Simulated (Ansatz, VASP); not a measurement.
PbS in VASP and in Ansatz

INCAR

```
SYSTEM = PbS
  PREC = Accurate
  ENCUT = 520
  EDIFF = 1E-7
  ISMEAR = 0
  SIGMA = 0.05
  LREAL = .FALSE.
  LASPH = .TRUE.
  NELM = 80
  ALGO = Normal
  ISIF = 2
  LWAVE = .FALSE.
  LCHARG = .FALSE.
  GGA = PS
  NBANDS = 17
```

File KPOINTS:

```
regular mesh
0
G
  10 10 10
  0 0 0
```

The input POSCAR:

```
PbS
1.0
    0.0000000000      2.9317473940      2.9317473940
    2.9317473940      0.0000000000      2.9317473940
    2.9317473940      2.9317473940      0.0000000000
Pb S
1 1
Direct
    0.5000000000      0.5000000000      0.5000000000
    0.0000000000      0.0000000000      0.0000000000
```

Input for Ansatz:

```yaml
crystal:
  lattice:
    - [0.0, 2.931747394, 2.931747394]
    - [2.931747394, 0.0, 2.931747394]
    - [2.931747394, 2.931747394, 0.0]
  atoms:
    - { symbol: Pb, position: [0.5, 0.5, 0.5] }
    - { symbol: S, position: [0.0, 0.0, 0.0] }
basis:
  ecutwfc: 420
  ecutrho_ratio: 4
kpoints:
  mp_grid: { grid: [10, 10, 10] }
hamiltonian:
  xc: pbesol
scf:
  occupations: { method: gaussian, width: 0.05 }
output:
  forces: true
  stress: true
  eigenvalues: true
```

Alike in both runs: task single point; functional PBEsol; k mesh 10 × 10 × 10; occupations gaussian, width 0.05 eV; no spin polarisation.

|  | VASP | Ansatz |
| --- | --- | --- |
| version | VASP 6.6.1 | Ansatz 0.2.0 |
| potentials or method | VASP PAW PBE potentials, release 64 (Pb_d, S), cutoff 520 eV | scalar-relativistic, plane waves, PAW |
| valence electrons in the cell | 20 | 20 |

Ansatz gave:

* pressure (GPa): 1.3

Estimate VASP's values.

pressure (GPa): 1.2.

VASP's potentials were made for PBE, not for PBEsol. With one functional, cell and mesh, what is left measures potentials, basis and numerics.

Neither program's run includes spin-orbit coupling.
